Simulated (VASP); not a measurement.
A run of VASP 6.6.1 is set up as follows.

INCAR

```
AGGAC = 1.0 ; AGGAX = 1.0
ALDAC = 0.0 ; ALDAX = 1.0
ALGO = Normal ; EDIFF = 1E-6
ENCUT = 520 ; GGA = B5
ISIF = 2 ; ISMEAR = -1
LASPH = True ; LCHARG = False
LREAL = False ; LWAVE = False
NBANDS = 12 ; NELM = 60
PREC = Accurate ; SIGMA = 0.1
```

KPOINTS

```
k-points
0
Gamma
  21 21 21
```

POSCAR

```
Ta
1.0
    0.0000000000      2.1324560260      2.1324560260
    2.1324560260      0.0000000000      2.1324560260
    2.1324560260      2.1324560260      0.0000000000
Ta
1
Direct
    0.0000000000      0.0000000000      0.0000000000
```

Potentials or basis: VASP PAW PBE potentials, release 64 (Ta_pv).

Launch:

```sh
$ cat potpaw_PBE.64/Ta_pv/POTCAR > POTCAR
$ mpirun -np 1 vasp_std > vasp.out
```

(1) What does it give for the pressure?

Results:

(1) 0.9 GPa.

Caveat: the PAW data sets were made with another functional, which shifts forces and pressure a little.
